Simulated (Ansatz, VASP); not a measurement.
## TlBr: VASP beside Ansatz

```
Tl Br
1.0
     3.41745    0.00000    0.00000
     0.00000    3.41745    0.00000
     0.00000    0.00000    3.41745
Tl Br
1 1
Direct
  0.00000 0.00000 0.00000
  0.50000 0.50000 0.50000
```

Change from the starting cell: volume scaled by 0.6, LAPW.

Alike in both runs: task single point; functional PBE; k mesh 12 × 12 × 12; occupations fermi-dirac, width 0.08 eV; no spin polarisation.

|  | VASP | Ansatz |
| --- | --- | --- |
| version | VASP 6.6.1 | Ansatz 0.2.0 |
| potentials or method | VASP PAW PBE potentials, release 64 (Tl_d, Br), cutoff 500 eV | all-electron LAPW, scalar-relativistic |

```tsv
	VASP	Ansatz	Ansatz less VASP
pressure (GPa)	36.6	36.6	-0.01
```

Both programs put the cell under a high pressure, so it lies far from rest at this level. Ansatz ran all-electron here, and VASP with PAW potentials.

Spin-orbit coupling is off throughout.
